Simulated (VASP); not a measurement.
Wanted: the native input for a VASP 6.6.1 run.

- Task: single point
- Functional: PBE
- Potentials or basis: VASP PAW PBE potentials, release 64 (Be, Te)
- Cutoff: 520 eV
- k mesh: 4 × 4 × 4
- Occupations: gaussian, width 0.2 eV
- Spin: no spin polarisation
- Dipole correction: no
- Further INCAR settings: ALGO = Normal; EDIFF = 1e-06; NBANDS = 30

The structure of BeTe3 lies in POSCAR:

```
BeTe3
1.0
    5.7085402719      0.0000000000      0.0000000000
    0.0000000000      5.7085402719      0.0000000000
    0.0000000000      0.0000000000      8.2879302161
Be Te
2 6
Direct
    0.0000000000      0.0000000000      0.0000000000
    0.5000000000      0.5000000000      0.0000000000
    0.7258206479      0.7741793521      0.8336805937
    0.2741793521      0.2258206479      0.8336805937
    0.7741793521      0.2741793521      0.1663194063
    0.2258206479      0.7258206479      0.1663194063
    0.5000000000      0.0000000000      0.3699627037
    0.0000000000      0.5000000000      0.6300372963
```

These files were run (other wordings do the same):

INCAR

```
ALGO     = Normal         # electronic algorithm
EDIFF    = 1E-6           # SCF threshold, eV
ENCUT    = 520            # plane-wave cutoff, eV
GGA      = PE             # functional
ISIF     = 2              # what is computed and relaxed
ISMEAR   = 0              # smearing method
LASPH    = T              # aspherical terms in the spheres
LCHARG   = F              # write CHGCAR
LREAL    = F              # projectors in reciprocal space
LWAVE    = F              # write WAVECAR
NBANDS   = 30             # bands
NELM     = 80             # most SCF steps
PREC     = Accurate       # precision mode
SIGMA    = 0.2            # smearing width, eV
```

KPOINTS

```
k-points
0
Gamma
  4 4 4
```

Potentials or basis: VASP PAW PBE potentials, release 64 (Be, Te).

Command:

```console
$ cat potpaw_PBE.64/Be/POTCAR potpaw_PBE.64/Te/POTCAR > POTCAR
$ mpirun -np 1 vasp_std > vasp.out
```

It gave:

| Quantity | Value |
| --- | --- |
| Pressure | 0.1 GPa |
| Largest force | 0.016 eV/Å |
| Band gap on the k mesh | 0.16 eV (least direct gap 0.26 eV) |

Caveat: semilocal functionals underestimate gaps, and a narrow one can read as zero; spin-orbit coupling is left out, which moves the levels of the heavy elements.

Run time: 2.1 min on 1 thread of Intel(R) Xeon(R) 6975P-C (Granite Rapids), with other jobs on the host, peak memory 0.38 GiB.
